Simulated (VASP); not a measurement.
Here is a VASP 6.6.1 calculation.

INCAR

```
PREC     = Accurate       # precision mode
ENCUT    = 520            # plane-wave cutoff, eV
EDIFF    = 1E-6           # SCF threshold, eV
ISMEAR   = 0              # smearing method
SIGMA    = 0.1            # smearing width, eV
LREAL    = False          # projectors in reciprocal space
LASPH    = True           # aspherical terms in the spheres
NELM     = 60             # most SCF steps
ALGO     = Normal         # electronic algorithm
ISIF     = 2              # what is computed and relaxed
LWAVE    = False          # write WAVECAR
LCHARG   = True           # write CHGCAR
GGA      = PE             # functional
LELF     = True           # ELF
LVHAR    = True         
NBANDS   = 40             # bands
```

The input KPOINTS:

```
Automatic mesh
0
Gamma
  7 7 6
```

The input POSCAR:

```
Al4N3
1.0
    3.1377850000     -0.0137220000     -4.8872320000
    3.1381360000      0.0181710000      4.8874520000
   -3.1418140000     -5.3900870000     -0.0173390000
Al N
8 6
Direct
    0.3239643761      0.3434863908      0.1716488641
    0.8238234562      0.8435718790      0.1715971861
    0.3356422989      0.3311202471      0.6705430180
    0.8357030256      0.8311681544      0.6705183047
    0.9100339065      0.3971609219      0.3109306801
    0.4096357481      0.8968242744      0.3109101698
    0.9227332457      0.4145050279      0.8403271370
    0.4229116522      0.9145060410      0.8404664032
    0.6347581779      0.0183081395      0.6565628155
    0.1347423810      0.5182708937      0.6565825186
    0.7241154678      0.6058987481      0.3338453363
    0.2240025298      0.1058407358      0.3338550277
    0.7262599402      0.6118610007      0.8415798196
    0.2263720967      0.1118074437      0.8416369036
```

Potentials or basis: VASP PAW PBE potentials, release 64 (Al, N).

Launch:

```bash
$ cat potpaw_PBE.64/Al/POTCAR potpaw_PBE.64/N/POTCAR > POTCAR
$ mpirun -np 1 vasp_std > vasp.out
```

Estimate the pressure.

-0.2 GPa.

Estimate the largest force.

0.110 eV/Å.

Estimate the band gap on the k mesh.

zero (bands 27 and 28 overlap by 1.49 eV).

Stress tensor (GPa, compression positive):
```
-1.22 -0.06  0.00
-0.06  0.12  0.10
 0.00  0.10  0.48
```

Caveat: the cell differs from its parent crystal (atoms taken out).
